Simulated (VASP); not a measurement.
A run of VASP 6.6.1:

INCAR

```
PREC = Accurate
ENCUT = 520
EDIFF = 1E-6
ISMEAR = 0
SIGMA = 0.05
LREAL = False
LASPH = True
NELM = 60
ALGO = Normal
ISIF = 2
LWAVE = False
LCHARG = False
GGA = PE
IBRION = 2
NSW = 50
EDIFFG = -0.01
```

KPOINTS

```
Automatic mesh
0
Gamma
  9 9 6
```

File POSCAR:

```
AlN
1.0
    3.1298889828      0.0000000000     -0.2347416737
   -1.5649444914      2.7105633702      0.1173708369
   -0.3762717222      0.0000000000      5.2176345479
Al N
2 2
Direct
    0.3333333333      0.6666666667      0.0017290859
    0.6666666667      0.3333333333      0.5017290859
    0.3333333333      0.6666666667      0.3832709141
    0.6666666667      0.3333333333      0.8832709141
```

Potentials or basis: VASP PAW PBE potentials, release 64 (Al, N).

Command:

```console
$ cat potpaw_PBE.64/Al/POTCAR potpaw_PBE.64/N/POTCAR > POTCAR
$ mpirun -np 1 vasp_std > vasp.out
```

Hardware: 1 thread of Intel(R) Xeon(R) Platinum 8375C CPU @ 2.90GHz (Ice Lake) (shared host).

How long does it take, and how much memory?

It took 2.3 min on 1 thread of Intel(R) Xeon(R) Platinum 8375C CPU @ 2.90GHz (Ice Lake), with other jobs on the host, peak memory 0.2 GiB. Counts: scf iterations 50, k points 140, ion steps 9.
